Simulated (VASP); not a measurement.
Crystal: GaSb.

```
Sb Ga
1.0
     0.00000    2.99655    2.99655
     2.99655    0.00000    2.99655
     2.99655    2.99655    0.00000
Sb Ga
1 1
Cartesian
  4.4948 4.4948 4.4948
  0.0000 0.0000 0.0000
```

Base run:

| Quantity | Value |
| --- | --- |
| Program | VASP 6.6.1 |
| Functional | RPBE |
| Dispersion | D3(BJ) |
| Potentials or basis | VASP PAW PBE potentials, release 64 (Sb, Ga_d) |
| Cutoff | 520 eV |
| k mesh | 8 × 8 × 8 |
| Occupations | fermi-dirac, width 0.05 eV |
| Spin | no spin polarisation |

Its results: band gap on the k mesh 0.58 eV, direct; pressure -2.7 GPa.

Problem. The run is repeated on the same cell with these changes: functional from RPBE to PBEsol. What comes out?

Solution. Band gap on the k mesh 0.44 eV, direct; pressure 1.6 GPa.

Caveats: the PAW data sets were made with another functional, which shifts forces and pressure a little; spin-orbit coupling is left out, which moves the levels of the heavy elements.

A k mesh can miss the band edges.
